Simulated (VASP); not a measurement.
# Ag (Fm-3m) in VASP: further runs, part 2 of 2

VASP 6.6.1. Earlier steps stand in the parts before.

## (3) Single point, PBE, non-collinear spin, zero start, spin-orbit coupling

Input file INCAR:

```
SYSTEM = Ag
PREC     = Accurate       ! precision mode
ENCUT    = 520            ! plane-wave cutoff, eV
EDIFF    = 1E-6           ! SCF threshold, eV
ISMEAR   = -1             ! smearing method
SIGMA    = 0.05           ! smearing width, eV
LREAL    = .False.        ! projectors in reciprocal space
LASPH    = .True.         ! aspherical terms in the spheres
NELM     = 150            ! most SCF steps
ALGO     = Fast           ! electronic algorithm
ISIF     = 2              ! what is computed and relaxed
LWAVE    = .False.        ! write WAVECAR
LCHARG   = .False.        ! write CHGCAR
MAGMOM   = 0 0 0          ! initial moments
LORBIT   = 11             ! projections on sites
LSORBIT  = .True.         ! spin-orbit coupling
GGA_COMPAT= .False.      
LORBMOM  = .True.       
LMAXMIX  = 4              ! l up to which the mixer works
GGA      = PE             ! functional
NBANDS   = 22             ! bands
```

Input file KPOINTS:

```
regular mesh
0
Gamma
  11 11 11
  0 0 0
```

Input file POSCAR:

```
Ag
1.0
    0.0000000000      2.0427500000      2.0427500000
    2.0427500000      0.0000000000      2.0427500000
    2.0427500000      2.0427500000      0.0000000000
Ag
1
Direct
    0.0000000000      0.0000000000      0.0000000000
```

Potentials or basis: VASP PAW PBE potentials, release 64 (Ag).

Launch:

```
$ cat potpaw_PBE.64/Ag/POTCAR > POTCAR
$ mpirun -np 1 vasp_ncl > vasp.out
```

OUTCAR:

```text
SYSTEM = Ag
   PREC = Accurate
   ENCUT = 520
   EDIFF = 1E-6
   ISMEAR = -1
   LREAL = .False.
   LASPH = .True.
   NELM = 150
   ISIF = 2
   LORBIT = 11
   LSORBIT = .True.
   GGA = PE

 ion  position               nearest neighbor table
   1  0.000  0.000  0.000-

  LATTYP: Found a face centered cubic cell.
 ALAT       =     4.0855000000

  Lattice vectors:

 A1 = (   0.0000000000,   2.0427500000,   2.0427500000)
 A2 = (   2.0427500000,   0.0000000000,   2.0427500000)
 A3 = (   2.0427500000,   2.0427500000,   0.0000000000)

Analysis of symmetry for initial positions (statically):
=====================================================================
 Subroutine PRICEL returns:
 Original cell was already a primitive cell.

 Routine SETGRP: Setting up the symmetry group for a
 face centered cubic supercell.

 Subroutine GETGRP returns: Found 48 space group operations
 (whereof 48 operations were pure point group operations)
 out of a pool of 48 trial point group operations.

The static configuration has the point symmetry O_h .

Analysis of symmetry for dynamics (positions and initial velocities):
=====================================================================
 Subroutine PRICEL returns:
 Original cell was already a primitive cell.

 Routine SETGRP: Setting up the symmetry group for a
 face centered cubic supercell.

 Subroutine GETGRP returns: Found 48 space group operations
 (whereof 48 operations were pure point group operations)
 out of a pool of 48 trial point group operations.

The dynamic configuration has the point symmetry O_h .

Analysis of structural, dynamic, and magnetic symmetry:
=====================================================================
 Subroutine PRICEL returns:
 Original cell was already a primitive cell.
[... 772 lines left out ...]
  -------------------------------------------------------------------------------------
  Total        0.4378132      0.4378132      0.4378132     -0.0000000     -0.0000000     -0.0000000
  in kB       41.1456376     41.1456376     41.1456376     -0.0000000     -0.0000000     -0.0000000
  external PRESSURE =      41.1456376 kB  Pullay stress =       0.0000000 kB

 VOLUME and BASIS-vectors are now :
 -----------------------------------------------------------------------------
  energy-cutoff  :      520.00
  volume of cell :       17.05
      direct lattice vectors                 reciprocal lattice vectors
     0.000000000  2.042750000  2.042750000    -0.244768082  0.244768082  0.244768082
     2.042750000  0.000000000  2.042750000     0.244768082 -0.244768082  0.244768082
     2.042750000  2.042750000  0.000000000     0.244768082  0.244768082 -0.244768082

 POSITION                                       TOTAL-FORCE (eV/Angst)
 -----------------------------------------------------------------------------------
      0.00000      0.00000      0.00000         0.000000      0.000000      0.000000
 -----------------------------------------------------------------------------------
    total drift:                               -0.000000      0.000000     -0.000000

  FREE ENERGIE OF THE ION-ELECTRON SYSTEM (eV)
  ---------------------------------------------------
  free  energy   TOTEN  =        -2.7378418786 eV

  energy  without entropy=       -2.7350944653  energy(sigma->0) =       -2.73646817

 orbital moment (x)

 # of ion     p       d       tot
 ----------------------------------------
  1        -0.000  -0.000  -0.000
 ----------------------------------------
           -0.000  -0.000  -0.000

 orbital moment (y)

 # of ion     p       d       tot
 ----------------------------------------
  1        -0.000   0.000   0.000
 ----------------------------------------
           -0.000   0.000   0.000

 orbital moment (z)

 # of ion     p       d       tot
 ----------------------------------------
  1         0.000   0.000   0.000
 ----------------------------------------
            0.000   0.000   0.000

 Spin-Orbit-Coupling matrix elements

 Ion:    1  E_soc:     -0.0545013
 l=   1
     0.0000000    -0.0020338    -0.0020338
    -0.0020338     0.0000000    -0.0020338
    -0.0020338    -0.0020338     0.0000000
 l=   2
     0.0000000    -0.0014943     0.0000000    -0.0014943    -0.0055554
    -0.0014943     0.0000000    -0.0041665    -0.0014943    -0.0013888
     0.0000000    -0.0041665     0.0000000    -0.0041665     0.0000000
    -0.0014943    -0.0014943    -0.0041665     0.0000000    -0.0013888
    -0.0055554    -0.0013888     0.0000000    -0.0013888     0.0000000
 l=   3
     0.0000000     0.0000000     0.0000000     0.0000000     0.0000000     0.0000000     0.0000000
     0.0000000     0.0000000     0.0000000     0.0000000     0.0000000     0.0000000     0.0000000
     0.0000000     0.0000000     0.0000000     0.0000000     0.0000000     0.0000000     0.0000000
     0.0000000     0.0000000     0.0000000     0.0000000     0.0000000     0.0000000     0.0000000
     0.0000000     0.0000000     0.0000000     0.0000000     0.0000000     0.0000000     0.0000000
     0.0000000     0.0000000     0.0000000     0.0000000     0.0000000     0.0000000     0.0000000
     0.0000000     0.0000000     0.0000000     0.0000000     0.0000000     0.0000000     0.0000000

 total charge

# of ion       s       p       d       tot
------------------------------------------
    1        0.419   0.304   9.154   9.877

 magnetization (x)

# of ion       s       p       d       tot
------------------------------------------
    1       -0.000  -0.000   0.000  -0.000

 magnetization (y)

# of ion       s       p       d       tot
------------------------------------------
    1       -0.000  -0.000  -0.000  -0.000

 magnetization (z)

# of ion       s       p       d       tot
------------------------------------------
    1       -0.000  -0.000   0.000  -0.000
```

OSZICAR:

```text
N       E                     dE             d eps       ncg     rms          rms(c)
DAV:   1     0.679268618896E+02    0.67927E+02   -0.54747E+03  2472   0.973E+02
DAV:   2    -0.142214628494E+01   -0.69349E+02   -0.64465E+02  2812   0.245E+02
DAV:   3    -0.299434418022E+01   -0.15722E+01   -0.15676E+01  2900   0.394E+01
DAV:   4    -0.300020598411E+01   -0.58618E-02   -0.58614E-02  2716   0.245E+00
DAV:   5    -0.300026566862E+01   -0.59685E-04   -0.59684E-04  2824   0.247E-01    0.534E+00
RMM:   6    -0.274906027452E+01    0.25121E+00   -0.43577E-01  2482   0.643E+00    0.337E+00
RMM:   7    -0.274076229831E+01    0.82980E-02   -0.10810E-02  2690   0.126E+00    0.196E+00
RMM:   8    -0.273783845393E+01    0.29238E-02   -0.86749E-04  2648   0.306E-01    0.407E-01
RMM:   9    -0.273784021087E+01   -0.17569E-05   -0.88961E-05  2848   0.928E-02    0.729E-02
RMM:  10    -0.273784049925E+01   -0.28838E-06   -0.17001E-05  2898   0.388E-02    0.523E-02
RMM:  11    -0.273784153839E+01   -0.10391E-05   -0.38832E-06  2664   0.182E-02    0.390E-03
RMM:  12    -0.273784187864E+01   -0.34025E-06   -0.66361E-07  2145   0.678E-03
   1 F= -.27378419E+01 E0= -.27364682E+01  d E =-.274741E-02  mag=     0.0000    -0.0000    -0.0000
```

It took 27 s on 1 thread of Intel Xeon Platinum 8559C (Emerald Rapids), shared host; peak memory 0.2 GiB.

Results:

* Free energy: -2.7378 eV
* Pressure: 4.1 GPa
* Net moment: 0.00 μB per cell
* Valence electrons inside the program's atomic spheres: Ag 9.88

Moments on the atoms (μB; x, y, z):
```
Ag  0.00 0.00 0.00
```

## (4) Single point, r2SCAN, non-collinear spin, zero start, spin-orbit coupling

POSCAR is that of step 3.

Input file INCAR.step1:

```
SYSTEM = Ag
ALGO     = Normal         ! electronic algorithm
EDIFF    = 1E-4           ! SCF threshold, eV
ENCUT    = 520            ! plane-wave cutoff, eV
GGA      = PE             ! functional
GGA_COMPAT= .FALSE.      
ISMEAR   = -1             ! smearing method
LASPH    = .TRUE.         ! aspherical terms in the spheres
LCHARG   = .FALSE.        ! write CHGCAR
LMAXMIX  = 4              ! l up to which the mixer works
LREAL    = .FALSE.        ! projectors in reciprocal space
LSORBIT  = .TRUE.         ! spin-orbit coupling
LWAVE    = .TRUE.         ! write WAVECAR
MAGMOM   = 0 0 0          ! initial moments
NBANDS   = 22             ! bands
NELM     = 150            ! most SCF steps
PREC     = Accurate       ! precision mode
SIGMA    = 0.05           ! smearing width, eV
```

Input file INCAR.step2:

```
SYSTEM = Ag
ALGO     = Normal         ! electronic algorithm
EDIFF    = 1E-7           ! SCF threshold, eV
ENCUT    = 520            ! plane-wave cutoff, eV
GGA_COMPAT= .FALSE.      
ISIF     = 2              ! what is computed and relaxed
ISMEAR   = -1             ! smearing method
ISTART   = 1            
LASPH    = .TRUE.         ! aspherical terms in the spheres
LCHARG   = .FALSE.        ! write CHGCAR
LMAXMIX  = 4              ! l up to which the mixer works
LMIXTAU  = .TRUE.       
LORBIT   = 11             ! projections on sites
LORBMOM  = .TRUE.       
LREAL    = .FALSE.        ! projectors in reciprocal space
LSORBIT  = .TRUE.         ! spin-orbit coupling
LWAVE    = .FALSE.        ! write WAVECAR
MAGMOM   = 0 0 0          ! initial moments
METAGGA  = R2SCAN         ! meta-GGA
NBANDS   = 22             ! bands
NELM     = 150            ! most SCF steps
PREC     = Accurate       ! precision mode
SIGMA    = 0.05           ! smearing width, eV
```

Input file KPOINTS:

```
k-points
0
G
  11 11 11
  0 0 0
```

Potentials or basis: VASP PAW PBE potentials, release 64 (Ag).

Launch:

```
$ cat potpaw_PBE.64/Ag/POTCAR > POTCAR
$ cp INCAR.step1 INCAR
$ mpirun -np 1 vasp_ncl > vasp.out
$ cp INCAR.step2 INCAR
$ mpirun -np 1 vasp_ncl > vasp.out
```

OUTCAR:

```text
SYSTEM = Ag
   EDIFF = 1E-7
   ENCUT = 520
   ISIF = 2
   ISMEAR = -1
   ISTART = 1
   LASPH = .TRUE.
   LORBIT = 11
   LREAL = .FALSE.
   LSORBIT = .TRUE.
   METAGGA = R2SCAN
   NELM = 150
   PREC = Accurate

 ion  position               nearest neighbor table
   1  0.000  0.000  0.000-

  LATTYP: Found a face centered cubic cell.
 ALAT       =     4.0855000000

  Lattice vectors:

 A1 = (   0.0000000000,   2.0427500000,   2.0427500000)
 A2 = (   2.0427500000,   0.0000000000,   2.0427500000)
 A3 = (   2.0427500000,   2.0427500000,   0.0000000000)

Analysis of symmetry for initial positions (statically):
[... 846 lines left out ...]
  1         0.000   0.000   0.000
 ----------------------------------------
            0.000   0.000   0.000

 Spin-Orbit-Coupling matrix elements

 Ion:    1  E_soc:     -0.0516149
 l=   1
     0.0000000    -0.0018974    -0.0018974
    -0.0018974     0.0000000    -0.0018974
    -0.0018974    -0.0018974     0.0000000
 l=   2
     0.0000000    -0.0014216     0.0000000    -0.0014216    -0.0052835
    -0.0014216     0.0000000    -0.0039627    -0.0014216    -0.0013209
     0.0000000    -0.0039627     0.0000000    -0.0039627     0.0000000
    -0.0014216    -0.0014216    -0.0039627     0.0000000    -0.0013209
    -0.0052835    -0.0013209     0.0000000    -0.0013209     0.0000000
 l=   3
     0.0000000     0.0000000     0.0000000     0.0000000     0.0000000     0.0000000     0.0000000
     0.0000000     0.0000000     0.0000000     0.0000000     0.0000000     0.0000000     0.0000000
     0.0000000     0.0000000     0.0000000     0.0000000     0.0000000     0.0000000     0.0000000
     0.0000000     0.0000000     0.0000000     0.0000000     0.0000000     0.0000000     0.0000000
     0.0000000     0.0000000     0.0000000     0.0000000     0.0000000     0.0000000     0.0000000
     0.0000000     0.0000000     0.0000000     0.0000000     0.0000000     0.0000000     0.0000000
     0.0000000     0.0000000     0.0000000     0.0000000     0.0000000     0.0000000     0.0000000

 total charge

# of ion       s       p       d       tot
------------------------------------------
    1        0.444   0.302   9.174   9.921

 magnetization (x)

# of ion       s       p       d       tot
------------------------------------------
    1       -0.000  -0.000   0.000  -0.000

 magnetization (y)

# of ion       s       p       d       tot
------------------------------------------
    1        0.000   0.000   0.000   0.000

 magnetization (z)

# of ion       s       p       d       tot
------------------------------------------
    1       -0.000   0.000   0.000  -0.000
```

OUTCAR.step1:

```text
SYSTEM = Ag
   EDIFF = 1E-4
   ENCUT = 520
   GGA = PE
   ISMEAR = -1
[... 860 lines left out ...]
     0.0000000     0.0000000     0.0000000     0.0000000     0.0000000     0.0000000     0.0000000
     0.0000000     0.0000000     0.0000000     0.0000000     0.0000000     0.0000000     0.0000000
     0.0000000     0.0000000     0.0000000     0.0000000     0.0000000     0.0000000     0.0000000
     0.0000000     0.0000000     0.0000000     0.0000000     0.0000000     0.0000000     0.0000000
     0.0000000     0.0000000     0.0000000     0.0000000     0.0000000     0.0000000     0.0000000
     0.0000000     0.0000000     0.0000000     0.0000000     0.0000000     0.0000000     0.0000000

=======================================================================

 ========================================================
```

OSZICAR.step1:

```text
N       E                     dE             d eps       ncg     rms          rms(c)
DAV:   1     0.679268618896E+02    0.67927E+02   -0.54747E+03  2472   0.973E+02
DAV:   2    -0.142214628494E+01   -0.69349E+02   -0.64465E+02  2812   0.245E+02
DAV:   3    -0.299434418022E+01   -0.15722E+01   -0.15676E+01  2900   0.394E+01
DAV:   4    -0.300020598411E+01   -0.58618E-02   -0.58614E-02  2716   0.245E+00
DAV:   5    -0.300026566862E+01   -0.59685E-04   -0.59684E-04  2824   0.247E-01    0.534E+00
DAV:   6    -0.274929212686E+01    0.25097E+00   -0.45713E-01  2692   0.969E+00    0.342E+00
DAV:   7    -0.274079957612E+01    0.84926E-02   -0.79295E-03  2818   0.113E+00    0.193E+00
DAV:   8    -0.273782406828E+01    0.29755E-02   -0.62849E-04  2708   0.227E-01    0.354E-01
DAV:   9    -0.273783322047E+01   -0.91522E-05   -0.68364E-06  1652   0.233E-02
   1 F= -.27378332E+01 E0= -.27364591E+01  d E =-.274829E-02  mag=     0.0000    -0.0000     0.0000
```

It took 2 min on 1 thread of Intel Xeon Platinum 8559C (Emerald Rapids), shared host; peak memory 0.22 GiB.

Results:

- Free energy: -21.3848 eV
- Pressure: 1.2 GPa
- Net moment: 0.00 μB per cell
- Valence electrons inside the program's atomic spheres: Ag 9.92

Moments on the atoms (μB; x, y, z):
```
Ag  0.00 0.00 0.00
```

Caveat: the PAW data sets were made with another functional, which shifts forces and pressure a little.

## (5) Single point, PBE

Input file INCAR:

```
ALGO = Fast
EDIFF = 1E-6
ENCUT = 520
GGA = PE
ISIF = 2
ISMEAR = 0
LASPH = T
LCHARG = F
LREAL = F
LWAVE = F
NBANDS = 12
NELM = 60
PREC = Accurate
SIGMA = 0.026000000000000002
```

Input file KPOINTS:

```
k-points
0
Gamma
  11 11 11
```

POSCAR is that of step 4.

Launch:

```
$ cat potpaw_PBE.64/Ag/POTCAR > POTCAR
$ mpirun -np 1 vasp_std > vasp.out
```

Wall time 6.4 s (1 thread of Intel Xeon 6975P-C, shared host); peak memory 0.14 GiB.

The run converged. Its results:

```yaml
Free_energy: -2.7092 eV
Pressure: 4.2 GPa
```

Levels at points of the mesh, in eV from the Fermi level:
```
           k point  band 2  band 3  band 4  band 5  band 6  band 7  band 8  band 9  band 10  band 11
(0.00, 0.00, 0.00)   -5.08   -5.08   -5.08   -4.05   -4.05   15.76   19.34   19.34    19.34    24.15
```

## (6) Single point, BLYP

This run uses another cell than the first one, of 19.29 Å³/atom, 1.132 times its volume.

Input file INCAR:

```
PREC     = Accurate       # precision mode
ENCUT    = 520            # plane-wave cutoff, eV
EDIFF    = 1E-7           # SCF threshold, eV
ISMEAR   = -1             # smearing method
SIGMA    = 0.05           # smearing width, eV
LREAL    = False          # projectors in reciprocal space
LASPH    = True           # aspherical terms in the spheres
NELM     = 60             # most SCF steps
ALGO     = Normal         # electronic algorithm
ISIF     = 2              # what is computed and relaxed
LWAVE    = False          # write WAVECAR
LCHARG   = False          # write CHGCAR
GGA      = B5             # functional
ALDAX    = 1.0          
AGGAX    = 1.0          
AGGAC    = 1.0          
ALDAC    = 0.0          
NBANDS   = 12             # bands
```

Input file KPOINTS:

```
regular mesh
0
Gamma
  11 11 11
```

Input file POSCAR:

```
Ag
1.0
    0.0000000000      2.1286353080      2.1286353080
    2.1286353080      0.0000000000      2.1286353080
    2.1286353080      2.1286353080      0.0000000000
Ag
1
Direct
    0.0000000000      0.0000000000      0.0000000000
```

Potentials or basis: VASP PAW PBE potentials, release 64 (Ag).

Launch:

```
$ cat potpaw_PBE.64/Ag/POTCAR > POTCAR
$ mpirun -np 1 vasp_std > vasp.out
```

It took 7.6 s on 1 thread of Intel Xeon 6975P-C, shared host; peak memory 0.14 GiB.

The run converged. Its results:

```
Free energy : -2.0957 eV
Pressure    : 0.1 GPa
```

Levels at points of the mesh, in eV from the Fermi level:
```
           k point  band 3  band 4  band 5  band 6  band 7  band 8  band 9  band 10
(0.00, 0.00, 0.00)   -4.80   -4.80   -3.98   -3.98   15.67   18.25   18.25    18.25
```

Caveat: the PAW data sets were made with another functional, which shifts forces and pressure a little.

## (7) Summary

```csv
level,spin,cell,smearing,gap on the mesh (eV),pressure (GPa),moment (μB)
PBEsol+D3(BJ),off,"a = 2.889 Å, angles 60.0°, 1 atom",gaussian 0.1 eV,none,-8.4,-
PBE,"non-collinear, zero start, SOC","a = 2.889 Å, angles 60.0°, 1 atom",fermi-dirac 0.05 eV,-,4.1,0.00
r2SCAN,"non-collinear, zero start, SOC","a = 2.889 Å, angles 60.0°, 1 atom",fermi-dirac 0.05 eV,-,1.2,0.00
PBE,off,"a = 2.889 Å, angles 60.0°, 1 atom",gaussian 0.026 eV,none,4.2,-
BLYP,off,"a = 3.010 Å, angles 60.0°, 1 atom",fermi-dirac 0.05 eV,none,0.1,-
```

Alike in all rows: task single point; potentials or basis VASP PAW PBE potentials, release 64 (Ag); k mesh 11 × 11 × 11; cutoff (eV) 520.

The pressure there spans -8.4 GPa (PBEsol+D3(BJ)) to 4.2 GPa (PBE); a positive pressure means that this level wants a larger cell, a negative one a smaller.

Caveats: the PAW data sets were made with another functional, which shifts forces and pressure a little (some runs); three body term missing (some runs); pairwise dispersion overbinds metals, which lowers pressure and volume (some runs).

Absolute energies hang on the potentials; compare differences alone.
